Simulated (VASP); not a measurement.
# In3As (P1) in VASP: single point with PBE

Aim: the single point of In3As with PBE.

All numbers are computed with VASP 6.6.1; they aren't measurements. Logs are shortened: lines on timing, memory, paths and dates and some standing lists are left out, and cuts for length are marked.

**1. The cell of the first run**

The typed cell holds 4 atoms: a = 4.672 Å, b = 4.672 Å, c = 4.672 Å, α = 90.00°, β = 90.00°, γ = 90.00°.

**2. Single point, PBE**

Contents of INCAR:

```
SYSTEM = In3As
  ALGO = Normal
  EDIFF = 1E-6
  ENCUT = 500
  GGA = PE
  GGA_COMPAT = .FALSE.
  ISIF = 2
  ISMEAR = 0
  LASPH = .TRUE.
  LCHARG = .FALSE.
  LREAL = .FALSE.
  LWAVE = .FALSE.
  NBANDS = 30
  NELM = 120
  PREC = Accurate
  SIGMA = 0.01
```

Contents of KPOINTS:

```
k-points
0
G
  2 2 2
  0 0 0
```

Contents of POSCAR:

```
In3As
1.0
    4.6716800000      0.0000000000      0.0000000000
    0.0000000000      4.6716800000      0.0000000000
    0.0000000000      0.0000000000      4.6716800000
In As
3 1
Direct
    0.0089700000      0.5159800000      0.5017300000
    0.4963500000      0.9930200000      0.4939500000
    0.4809800000      0.5006500000      0.0016100000
    0.0130000000      0.9946700000      0.0074000000
```

Potentials or basis: VASP PAW PBE potentials, release 64 (In_d, As).

Launch:

```sh
$ cat potpaw_PBE.64/In_d/POTCAR potpaw_PBE.64/As/POTCAR > POTCAR
$ mpirun -np 1 vasp_std > vasp.out
```

OUTCAR:

```text
SYSTEM = In3As
   EDIFF = 1E-6
   ENCUT = 500
   GGA = PE
   ISIF = 2
   ISMEAR = 0
   LASPH = .TRUE.
   LREAL = .FALSE.
   NELM = 120
   PREC = Accurate

 ion  position               nearest neighbor table
   1  0.009  0.516  0.502-   2 3.19   3 3.21   3 3.21   4 3.21   4 3.25   2 3.27   2 3.34   4 3.36
                             4 3.39   3 3.40   3 3.40   2 3.42
   2  0.496  0.993  0.494-   1 3.19   4 3.20   3 3.25   1 3.27   4 3.29   3 3.30   3 3.30   4 3.32
                             1 3.34   3 3.35   4 3.40   1 3.42
   3  0.481  0.501  0.002-   4 3.18   1 3.21   1 3.21   4 3.22   2 3.25   2 3.30   2 3.30   2 3.35
                             4 3.39   1 3.40   1 3.40   4 3.43
   4  0.013  0.995  0.007-   3 3.18   2 3.20   1 3.21   3 3.22   1 3.25   2 3.29   2 3.32   1 3.36
                             3 3.39   1 3.39   2 3.40   3 3.43

  LATTYP: Found a simple cubic cell.
 ALAT       =     4.6716800000

  Lattice vectors:

 A1 = (   4.6716800000,   0.0000000000,   0.0000000000)
 A2 = (   0.0000000000,   4.6716800000,   0.0000000000)
 A3 = (   0.0000000000,   0.0000000000,   4.6716800000)

Analysis of symmetry for initial positions (statically):
=====================================================================
 Subroutine PRICEL returns:
 Original cell was already a primitive cell.

 Routine SETGRP: Setting up the symmetry group for a
 simple cubic supercell.

 Subroutine GETGRP returns: Found  1 space group operations
 (whereof  1 operations were pure point group operations)
 out of a pool of 48 trial point group operations.

The static configuration has the point symmetry C_1 .

Analysis of symmetry for dynamics (positions and initial velocities):
=====================================================================
 Subroutine PRICEL returns:
 Original cell was already a primitive cell.

 Routine SETGRP: Setting up the symmetry group for a
 simple cubic supercell.

 Subroutine GETGRP returns: Found  1 space group operations
 (whereof  1 operations were pure point group operations)
 out of a pool of 48 trial point group operations.

The dynamic configuration has the point symmetry C_1 .

 Subroutine INISYM returns: Found  1 space group operations
 (whereof  1 operations are pure point group operations),
 and found     1 'primitive' translations

----------------------------------------------------------------------------------------

                                     Primitive cell

  volume of cell :     101.9575

  direct lattice vectors                    reciprocal lattice vectors
     4.671680000  0.000000000  0.000000000     0.214055757  0.000000000  0.000000000
     0.000000000  4.671680000  0.000000000     0.000000000  0.214055757  0.000000000
     0.000000000  0.000000000  4.671680000     0.000000000  0.000000000  0.214055757

  length of vectors
     4.671680000  4.671680000  4.671680000     0.214055757  0.214055757  0.214055757

  position of ions in fractional coordinates (direct lattice)
     0.008970000  0.515980000  0.501730000
     0.496350000  0.993020000  0.493950000
     0.480980000  0.500650000  0.001610000
     0.013000000  0.994670000  0.007400000

  ion indices of the primitive-cell ions
   primitive index   ion index
                 1           1
                 2           2
                 3           3
                 4           4

----------------------------------------------------------------------------------------

 KPOINTS: k-points

Automatic generation of k-mesh.
 Grid dimensions read from file:
 generate k-points for:    2    2    2

 Generating k-lattice:

  Cartesian coordinates                     Fractional coordinates (reciprocal lattice)
     0.107027879  0.000000000  0.000000000     0.500000000  0.000000000  0.000000000
     0.000000000  0.107027879  0.000000000     0.000000000  0.500000000  0.000000000
     0.000000000  0.000000000  0.107027879     0.000000000  0.000000000  0.500000000

  Length of vectors
     0.107027879  0.107027879  0.107027879

  Shift w.r.t. Gamma in fractional coordinates (k-lattice)
     0.000000000  0.000000000  0.000000000

 Subroutine IBZKPT returns following result:
 ===========================================

 Found      8 irreducible k-points:

 Following reciprocal coordinates:
            Coordinates               Weight
  0.000000  0.000000  0.000000      1.000000
  0.500000  0.000000  0.000000      1.000000
  0.000000  0.500000  0.000000      1.000000
  0.000000  0.000000  0.500000      1.000000
  0.500000  0.500000  0.000000      1.000000
  0.000000  0.500000  0.500000      1.000000
  0.500000  0.000000  0.500000      1.000000
  0.500000  0.500000  0.500000      1.000000
   k-points           NKPTS =      8   k-points in BZ     NKDIM =      8   number of bands    NBANDS=     30
   number of dos      NEDOS =    301   number of ions     NIONS =      4
   total plane-waves  NPLWV =  46656
   dimension x,y,z NGX =    36 NGY =   36 NGZ =   36
   dimension x,y,z NGXF=    72 NGYF=   72 NGZF=   72
   ions per type =               3   1
   NGX,Y,Z   is equivalent  to a cutoff of  12.81, 12.81, 12.81 a.u.
   NGXF,Y,Z  is equivalent  to a cutoff of  25.62, 25.62, 25.62 a.u.
 SYSTEM =  In3As
   PREC   = accura    normal or accurate (medium, high low for compatibility)
   ISTART =      0    job   : 0-new  1-cont  2-samecut
   ICHARG =      2    charge: 1-file 2-atom 10-const
   ISPIN  =      1    spin polarized calculation?
   LNONCOLLINEAR =      F non collinear calculations
   LSORBIT =      F    spin-orbit coupling
   LASPH  =      T    aspherical Exc in radial PAW
   ENCUT  =  500.0 eV  36.75 Ry    6.06 a.u.   8.52  8.52  8.52*2*pi/ulx,y,z
   NELM   =    120;   NELMIN=  2; NELMDL= -5     # of ELM steps
   EDIFF  = 0.1E-05   stopping-criterion for ELM
   LREAL  =      F    real-space projection
   EDIFFG = 0.1E-04   stopping-criterion for IOM
   NSW    =      0    number of steps for IOM
   IBRION =     -1    ionic relax: 0-MD 1-quasi-New 2-CG
   NFREE  =      0    steps in history (QN), initial steepest desc. (CG)
   ISIF   =      2    stress and relaxation
   ISYM   =      2    0-nonsym 1-usesym 2-fastsym
   POTIM  = 0.5000    time-step for ionic-motion
   TEBEG  =    0.0;   TEEND  =   0.0 temperature during run
   PSTRESS=    0.0 pullay stress
   NELECT =      44.0000    total number of electrons
   NUPDOWN=      -1.0000    fix difference up-down
   EMIN   =  10.00;   EMAX   =-10.00  energy-range for DOS
   EFERMI =   0.00;   METHOD = LEGACY
   ISMEAR =     0;   SIGMA  =   0.01  broadening in eV -4-tet -1-fermi 0-gaus
   EFERMI_NEDOS =   21; number of points for ismear=-14 and -15
   IALGO  =     38    algorithm
   IMIX   =      4    mixing-type and parameters
     AMIX     =   0.40;   BMIX     =  1.00
     AMIX_MAG =   1.60;   BMIX_MAG =  1.00
  volume/ion in A,a.u.               =      25.49       172.01
  Fermi-wavevector in a.u.,A,eV,Ry     =   1.237141  2.337858 20.823969  1.530519
  Thomas-Fermi vector in A             =   2.371721
   LORBIT       =      0    0 simple, 1 ext, 2 COOP (PROOUT), +10 PAW based schemes
   GGA     = PE    functional components
   LHFCALC =     F    Hartree Fock is set to
   AEXX    =    0.0000 exact exchange contribution
   IVDW    =     0    specifies the selected vdW correction
   LEPSILON=     F    determine dielectric tensor
   LRPA    =     F    only Hartree local field effects (RPA)
 non-spin polarized calculation
 Gauss-broadening in eV      SIGMA  =   0.01
  energy-cutoff  :      500.00
  volume of cell :      101.96
 maximum number of plane-waves:      2624
 NGX is ok and might be reduce to    36
   NGX = 17   NGY = 17   NGZ = 17

 number of electron      44.0000003 magnetization

 Free energy of the ion-electron system (eV)
  ---------------------------------------------------
  ext. energy  EPLUGINS =         0.00000000
  ---------------------------------------------------
  free energy    TOTEN  =       -10.74710254 eV

  energy without entropy =      -10.74564696  energy(sigma->0) =      -10.74637475

 E-fermi :   6.5950     XC(G=0): -10.1411

 val. band max:        6.5890834121   @ k =   0.0000   0.5000   0.0000
 cond. band min:       6.5984881749   @ k =   0.5000   0.0000   0.0000
 fundamental gap:      0.0094047628
 Fermi energy:         6.5950157157

 k-point     1 :       0.0000    0.0000    0.0000
  band No.  band energies     occupation
      1      -8.1127      2.00000
      2      -8.0982      2.00000
      3      -8.0694      2.00000
      4      -8.0637      2.00000
      5      -7.8937      2.00000
      6      -7.8554      2.00000
[... 22 lines left out ...]
     29      12.5636      0.00000
     30      13.8821      0.00000

 k-point     2 :       0.5000    0.0000    0.0000
  band No.  band energies     occupation
      1      -8.0827      2.00000
      2      -7.9944      2.00000
      3      -7.8930      2.00000
      4      -7.8844      2.00000
      5      -7.8730      2.00000
      6      -7.7725      2.00000
[... 22 lines left out ...]
     29      11.9919      0.00000
     30      12.9974      0.00000

 k-point     3 :       0.0000    0.5000    0.0000
  band No.  band energies     occupation
      1      -8.0448      2.00000
      2      -7.9620      2.00000
      3      -7.8826      2.00000
      4      -7.8756      2.00000
      5      -7.8587      2.00000
      6      -7.8362      2.00000
[... 22 lines left out ...]
     29      11.9400      0.00000
     30      13.0136      0.00000

 k-point     4 :       0.0000    0.0000    0.5000
  band No.  band energies     occupation
      1      -8.0475      2.00000
      2      -7.9606      2.00000
      3      -7.8793      2.00000
      4      -7.8637      2.00000
      5      -7.8560      2.00000
      6      -7.8343      2.00000
[... 22 lines left out ...]
     29      11.9318      0.00000
     30      12.9985      0.00000

 k-point     5 :       0.5000    0.5000    0.0000
  band No.  band energies     occupation
      1      -7.9405      2.00000
      2      -7.9292      2.00000
      3      -7.9123      2.00000
      4      -7.8549      2.00000
      5      -7.8500      2.00000
      6      -7.8398      2.00000
[... 22 lines left out ...]
     29      12.5539      0.00000
     30      14.6022      0.00000

 k-point     6 :       0.0000    0.5000    0.5000
  band No.  band energies     occupation
      1      -7.9696      2.00000
      2      -7.9581      2.00000
      3      -7.9177      2.00000
      4      -7.8571      2.00000
      5      -7.8303      2.00000
      6      -7.8254      2.00000
[... 22 lines left out ...]
     29      12.5425      0.00000
     30      14.5487      0.00000

 k-point     7 :       0.5000    0.0000    0.5000
  band No.  band energies     occupation
      1      -7.9365      2.00000
      2      -7.9340      2.00000
      3      -7.9069      2.00000
      4      -7.8533      2.00000
      5      -7.8461      2.00000
      6      -7.8376      2.00000
[... 22 lines left out ...]
     29      12.5391      0.00000
     30      14.6207      0.00000

 k-point     8 :       0.5000    0.5000    0.5000
  band No.  band energies     occupation
      1      -7.9914      2.00000
      2      -7.9888      2.00000
      3      -7.9832      2.00000
      4      -7.9784      2.00000
      5      -7.9053      2.00000
      6      -7.8983      2.00000
[... 22 lines left out ...]
     29      15.6886      0.00000
     30      15.7563      0.00000

------------------------ aborting loop because EDIFF is reached ----------------------------------------

  FORCE on cell =-STRESS in cart. coord.  units (eV):
  Direction    XX          YY          ZZ          XY          YZ          ZX
  --------------------------------------------------------------------------------------
  -------------------------------------------------------------------------------------
  Total        1.1042238      0.4565477      1.6041353     -0.0838744      0.1477008      0.0024679
  in kB       17.3519551      7.1742662     25.2076478     -1.3180156      2.3209955      0.0387809
  external PRESSURE =      16.5779564 kB  Pullay stress =       0.0000000 kB

 VOLUME and BASIS-vectors are now :
 -----------------------------------------------------------------------------
  energy-cutoff  :      500.00
  volume of cell :      101.96
      direct lattice vectors                 reciprocal lattice vectors
     4.671680000  0.000000000  0.000000000     0.214055757  0.000000000  0.000000000
     0.000000000  4.671680000  0.000000000     0.000000000  0.214055757  0.000000000
     0.000000000  0.000000000  4.671680000     0.000000000  0.000000000  0.214055757

 POSITION                                       TOTAL-FORCE (eV/Angst)
 -----------------------------------------------------------------------------------
      0.04190      2.41049      2.34392        -0.605291      0.237951      0.128916
      2.31879      4.63907      2.30758         0.286915      0.369643     -0.159359
      2.24698      2.33888      0.00752        -0.216431     -0.373826     -0.402805
      0.06073      4.64678      0.03457         0.534806     -0.233768      0.433247
 -----------------------------------------------------------------------------------
    total drift:                               -0.000913      0.000600     -0.000166

  FREE ENERGIE OF THE ION-ELECTRON SYSTEM (eV)
  ---------------------------------------------------
  free  energy   TOTEN  =       -10.7471025393 eV

  energy  without entropy=      -10.7456469633  energy(sigma->0) =      -10.74637475
```

Run time: 31 s. Hardware: 1 thread of Intel Xeon 8259CL, shared host; peak memory 0.21 GiB.

What came out:

| Property | Result |
| --- | --- |
| Free energy | -10.7471 eV |
| Pressure | 1.7 GPa |
| Largest force | 0.727 eV/Å |
| Band gap on the k mesh | zero (bands 22 and 23 overlap by 3.73 eV) |

Forces in eV/Å, atoms in the order of the input:
```
In  -0.605  0.238  0.129
In   0.287  0.370 -0.159
In  -0.216 -0.374 -0.403
As   0.535 -0.234  0.433
```

Stress tensor (GPa, compression positive):
```
 1.74 -0.13  0.00
-0.13  0.72  0.23
 0.00  0.23  2.52
```

Levels at points of the mesh, in eV from the Fermi level:
```csv
k point,band 19,band 20,band 21,band 22,band 23,band 24,band 25,band 26
"(0.00, 0.00, 0.00)",-2.83,-2.82,-1.85,-1.82,2.09,2.10,2.11,4.61
"(0.50, 0.00, 0.00)",-1.59,-1.57,-1.18,-0.07,0.00,0.11,1.53,4.65
"(0.00, 0.50, 0.00)",-1.57,-1.56,-1.15,-0.09,-0.01,0.13,1.53,4.68
"(0.00, 0.00, 0.50)",-1.57,-1.54,-1.15,-0.05,-0.01,0.07,1.49,4.69
"(0.50, 0.50, 0.00)",-5.51,-0.78,-0.32,0.46,0.48,1.74,1.80,2.00
"(0.00, 0.50, 0.50)",-5.61,-0.86,-0.22,0.45,0.46,1.69,1.91,2.06
"(0.50, 0.00, 0.50)",-5.60,-0.81,-0.31,0.45,0.49,1.73,1.93,2.02
"(0.50, 0.50, 0.50)",-4.20,-3.88,-3.76,-3.69,-3.27,4.74,4.74,4.75
```

Caveat: the k points lie up to 0.67 Å⁻¹ apart, too coarse for converged energies and pressures of a metal; spin-orbit coupling is left out, which moves the levels of the heavy elements.
